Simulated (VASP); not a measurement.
# Al (Fd-3m) in VASP: further runs, part 2 of 2

VASP 6.6.1.

## Step 4: Density of states, PBE (volume scaled by 0.4)

Input file POSCAR:

```
Al
1.0
    0.0000000000      2.2288071160      2.2288071160
    2.2288071160      0.0000000000      2.2288071160
    2.2288071160      2.2288071160      0.0000000000
Al
2
Direct
   -0.1250000000     -0.1250000000     -0.1250000000
    0.1250000000      0.1250000000      0.1250000000
```

Input file INCAR.step1:

```
SYSTEM = Al
  PREC = Accurate
  ENCUT = 520
  EDIFF = 1E-6
  ISMEAR = -1
  SIGMA = 0.05
  LREAL = .FALSE.
  LASPH = .TRUE.
  NELM = 60
  ALGO = Normal
  ISIF = 2
  LWAVE = .FALSE.
  LCHARG = .TRUE.
  GGA = PE
  NBANDS = 10
```

Input file KPOINTS.step1:

```
regular mesh
0
G
  12 12 12
  0 0 0
```

Input file INCAR.step2:

```
SYSTEM = Al
  PREC = Accurate
  ENCUT = 520
  EDIFF = 1E-6
  ISMEAR = -5
  SIGMA = 0.05
  LREAL = .FALSE.
  LASPH = .TRUE.
  NELM = 60
  ALGO = Normal
  ISIF = 2
  LWAVE = .FALSE.
  LCHARG = .FALSE.
  GGA = PE
  LORBIT = 11
  NEDOS = 1001
  ICHARG = 11
```

Input file KPOINTS.step2:

```
regular mesh
0
G
  18 18 18
  0 0 0
```

Potentials or basis: VASP PAW PBE potentials, release 64 (Al).

Launch:

```sh
> cat potpaw_PBE.64/Al/POTCAR > POTCAR
> cp INCAR.step1 INCAR
> cp KPOINTS.step1 KPOINTS
> mpirun -np 1 vasp_std > vasp.out
> cp INCAR.step2 INCAR
> cp KPOINTS.step2 KPOINTS
> mpirun -np 1 vasp_std > vasp.out
```

OUTCAR:

```text
SYSTEM = Al
   PREC = Accurate
   ENCUT = 520
   EDIFF = 1E-6
   ISMEAR = -5
   LREAL = .FALSE.
   LASPH = .TRUE.
   NELM = 60
   ISIF = 2
   GGA = PE
   LORBIT = 11
   ICHARG = 11

 ion  position               nearest neighbor table
   1  0.875  0.875  0.875-   2 1.93   2 1.93   2 1.93   2 1.93
   2  0.125  0.125  0.125-   1 1.93   1 1.93   1 1.93   1 1.93

  LATTYP: Found a face centered cubic cell.
 ALAT       =     4.4576142320

  Lattice vectors:

 A1 = (   0.0000000000,   2.2288071160,   2.2288071160)
 A2 = (   2.2288071160,   0.0000000000,   2.2288071160)
 A3 = (   2.2288071160,   2.2288071160,   0.0000000000)

Analysis of symmetry for initial positions (statically):
=====================================================================
 Subroutine PRICEL returns:
 Original cell was already a primitive cell.

 Routine SETGRP: Setting up the symmetry group for a
 face centered cubic supercell.

 Subroutine GETGRP returns: Found 48 space group operations
 (whereof 12 operations were pure point group operations)
 out of a pool of 48 trial point group operations.

The static configuration has the point symmetry D_3d.
[... 178 lines left out ...]
      6      17.9312      0.00000
      7      17.9312      0.00000
[... 221 lines left out ...]
 k-point    24 :      -0.2222    0.0556    0.0000
  band No.  band energies     occupation
      1       0.0161      2.00000
      2      10.5652      2.00054
      3      14.2364      0.00000
      4      15.9090      0.00000
      5      18.1340      0.00000
      6      19.0833      0.00000
      7      19.8522      0.00000

 [... further k-points ...]

------------------------ aborting loop because EDIFF is reached ----------------------------------------

  FORCE on cell =-STRESS in cart. coord.  units (eV):
  Direction    XX          YY          ZZ          XY          YZ          ZX
  --------------------------------------------------------------------------------------
  -------------------------------------------------------------------------------------
  Total       26.0973861     26.0973861     26.0973861     -0.0000000     -0.0000000      0.0000000
  in kB     1888.2528149   1888.2528149   1888.2528149     -0.0000000     -0.0000000      0.0000000
  external PRESSURE =    1888.2528149 kB  Pullay stress =       0.0000000 kB

 VOLUME and BASIS-vectors are now :
 -----------------------------------------------------------------------------
  energy-cutoff  :      520.00
  volume of cell :       22.14
      direct lattice vectors                 reciprocal lattice vectors
     0.000000000  2.228807116  2.228807116    -0.224335249  0.224335249  0.224335249
     2.228807116  0.000000000  2.228807116     0.224335249 -0.224335249  0.224335249
     2.228807116  2.228807116  0.000000000     0.224335249  0.224335249 -0.224335249

 POSITION                                       TOTAL-FORCE (eV/Angst)
 -----------------------------------------------------------------------------------
      3.90041      3.90041      3.90041        -0.000000     -0.000000     -0.000000
      0.55720      0.55720      0.55720         0.000000      0.000000      0.000000
 -----------------------------------------------------------------------------------
    total drift:                                0.000000      0.000000     -0.000000

  FREE ENERGIE OF THE ION-ELECTRON SYSTEM (eV)
  ---------------------------------------------------
  free  energy   TOTEN  =         3.5514231742 eV

  energy  without entropy=        3.5514231742  energy(sigma->0) =        3.55142317

 total charge

# of ion       s       p       d       tot
------------------------------------------
    1        0.641   0.703   0.000   1.344
    2        0.641   0.703   0.000   1.344
--------------------------------------------------
tot          1.282   1.406   0.000   2.688
```

OSZICAR.step1:

```text
N       E                     dE             d eps       ncg     rms          rms(c)
DAV:   1     0.124520812555E+02    0.12452E+02   -0.25137E+03  1440   0.498E+02
DAV:   2     0.345183878199E+01   -0.90002E+01   -0.86883E+01  1912   0.633E+01
DAV:   3     0.329146994061E+01   -0.16037E+00   -0.15993E+00  1780   0.744E+00
DAV:   4     0.329063330575E+01   -0.83663E-03   -0.83660E-03  1634   0.576E-01
DAV:   5     0.329062448293E+01   -0.88228E-05   -0.88228E-05  1720   0.579E-02    0.381E+00
DAV:   6     0.346039881370E+01    0.16977E+00   -0.31003E-02  1524   0.110E+00    0.233E+00
DAV:   7     0.354335042408E+01    0.82952E-01   -0.53466E-02  1508   0.162E+00    0.454E-01
DAV:   8     0.354342962260E+01    0.79199E-04   -0.19867E-03  1582   0.281E-01    0.321E-01
DAV:   9     0.354357637194E+01    0.14675E-03   -0.27730E-04  1578   0.874E-02    0.105E-02
DAV:  10     0.354357288165E+01   -0.34903E-05   -0.51543E-06  1746   0.166E-02    0.451E-03
DAV:  11     0.354357773724E+01    0.48556E-05   -0.42683E-07   802   0.521E-03    0.198E-03
DAV:  12     0.354357716337E+01   -0.57387E-06   -0.41103E-08   766   0.114E-03
   1 F= 0.35435772E+01 E0= 0.35458318E+01  d E =-.450934E-02
```

Wall time 38 s (1 thread of Intel Xeon 8259CL, shared host); peak memory 0.14 GiB.

What came out:

| Property | Result |
| --- | --- |
| Valence electrons inside the program's atomic spheres | Al 1.34 |

Caveat: tetrahedron occupations give inexact forces and stress in metals.

## Step 5: Density of states, PBE (volume scaled by 0.5)

Input file POSCAR:

```
Al
1.0
    0.0000000000      2.4009096840      2.4009096840
    2.4009096840      0.0000000000      2.4009096840
    2.4009096840      2.4009096840      0.0000000000
Al
2
Direct
   -0.1250000000     -0.1250000000     -0.1250000000
    0.1250000000      0.1250000000      0.1250000000
```

Input file INCAR.step1:

```
SYSTEM = Al
PREC = Accurate
ENCUT = 520
EDIFF = 1E-7
ISMEAR = -1
SIGMA = 0.05
LREAL = .FALSE.
LASPH = .TRUE.
NELM = 60
ALGO = Normal
ISIF = 2
LWAVE = .FALSE.
LCHARG = .TRUE.
GGA = PE
NBANDS = 10
```

KPOINTS.step1 is that of step 4.

Input file INCAR.step2:

```
SYSTEM = Al
PREC = Accurate
ENCUT = 520
EDIFF = 1E-7
ISMEAR = -5
SIGMA = 0.05
LREAL = .FALSE.
LASPH = .TRUE.
NELM = 60
ALGO = Normal
ISIF = 2
LWAVE = .FALSE.
LCHARG = .FALSE.
GGA = PE
LORBIT = 11
NBANDS = 10
NEDOS = 2001
ICHARG = 11
```

KPOINTS.step2 is that of step 4.

Launch:

```sh
> cat potpaw_PBE.64/Al/POTCAR > POTCAR
> cp INCAR.step1 INCAR
> cp KPOINTS.step1 KPOINTS
> mpirun -np 1 vasp_std > vasp.out
> cp INCAR.step2 INCAR
> cp KPOINTS.step2 KPOINTS
> mpirun -np 1 vasp_std > vasp.out
```

It took 88 s on 1 thread of Intel Xeon 8259CL, shared host; peak memory 0.17 GiB.

The run converged. Its results:

```yaml
Valence_electrons_inside_the_program's_atomic_spheres: Al 1.16
```

Levels at points of the mesh, in eV from the Fermi level:
| k point | band 1 | band 2 | band 3 | band 4 | band 5 | band 6 | band 7 |
| --- | --- | --- | --- | --- | --- | --- | --- |
| (0.00, 0.00, 0.00) | -11.71 | 3.70 | 3.70 | 3.70 | 5.36 | 5.36 | 5.36 |
| (0.50, 0.00, 0.00) | -7.65 | -6.45 | 2.30 | 2.30 | 4.76 | 4.76 | 6.59 |
| (0.50, 0.50, 0.00) | -5.66 | -5.66 | -0.65 | -0.65 | 1.74 | 1.74 | 14.41 |

Caveat: tetrahedron occupations give inexact forces and stress in metals.
